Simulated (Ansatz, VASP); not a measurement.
# Two plane-wave programs on Zr3Sb4

```
Zr Sb
1.0
     4.08347    0.00000    0.00000
     0.00000    4.08347    0.00000
     0.00000    0.00000   11.54979
Zr Sb
3 4
Cartesian
  0.0000 0.0000 8.6623
  2.0417 2.0417 5.7749
  0.0000 0.0000 2.8874
  2.0417 0.0000 7.2186
  0.0000 2.0417 4.3312
  2.0417 0.0000 1.4437
  0.0000 2.0417 10.1061
```

Change from the starting cell: ordered vacancies on the cation sites of zinc blende (P-4m2, No. 115).

Alike in both runs: task relaxation of cell and atoms; functional PBE; k mesh 4 × 4 × 2; occupations gaussian, width 0.1 eV; no spin polarisation.

```csv
,VASP,Ansatz
version,VASP 6.6.1,Ansatz 0.2.0
potentials or method,"VASP PAW PBE potentials, release 64 (Zr_sv, Sb), cutoff 600 eV","scalar-relativistic, plane waves, PAW"
valence electrons in the cell,56,96
```

|  | VASP | Ansatz | Ansatz less VASP |
| --- | --- | --- | --- |
| gap on the k mesh at the Fermi level, each at its own relaxed structure (eV) | none | none | - |
| relaxed volume (Å³/atom) | 33.68 | 32.48 | -1.197 |
| relaxed cell length with the largest relative difference (Å) | 14.843 | 10.689 | -4.1535 |

A gap of «none» marks a metal or a gap that the smearing closes. One of these differences is far larger than is usual between the two programs; its cause wasn't traced. VASP's potentials hold 56 valence electrons a cell and Ansatz's 96, so a difference there can come from the potentials and not from the codes.

The k mesh is coarse, so the values compare programs but aren't converged. Neither program's run includes spin-orbit coupling. Noted on VASP's run: the volume moved by over 15 % at a fixed basis, so the end points are rough.
